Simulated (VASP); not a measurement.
A run of VASP 6.6.1 is set up as follows.

File INCAR:

```
PREC = Accurate
ENCUT = 500
EDIFF = 1E-6
ISMEAR = -1
SIGMA = 0.02
LREAL = F
LASPH = T
NELM = 120
ALGO = Normal
ISIF = 2
LWAVE = F
LCHARG = F
NBANDS = 15
GGA_COMPAT = F
```

Contents of KPOINTS:

```
Automatic mesh
0
Gamma
  4 4 4
```

Contents of POSCAR:

```
SiTe2
1.0
    0.0000000000      3.0851286848      3.0851286848
    3.0851286848      0.0000000000      3.0851286848
    3.0851286848      3.0851286848      0.0000000000
Si Te
1 2
Direct
    0.0000000000      0.0000000000      0.0000000000
    0.2500000000      0.2500000000      0.2500000000
    0.7500000000      0.7500000000      0.7500000000
```

Potentials or basis: VASP PAW LDA potentials, release 64 (Si, Te).

Command:

```console
$ cat potpaw_LDA.64/Si/POTCAR potpaw_LDA.64/Te/POTCAR > POTCAR
$ mpirun -np 1 vasp_std > vasp.out
```

Q: Predict the band gap on the k mesh.

A: Zero (bands 8 and 9 overlap by 4.11 eV).

Q: Estimate the pressure.

A: 30.3 GPa.

Caveat: the k points lie up to 0.44 Å⁻¹ apart, too coarse for converged energies and pressures of a metal; spin-orbit coupling is left out, which moves the levels of the heavy elements.
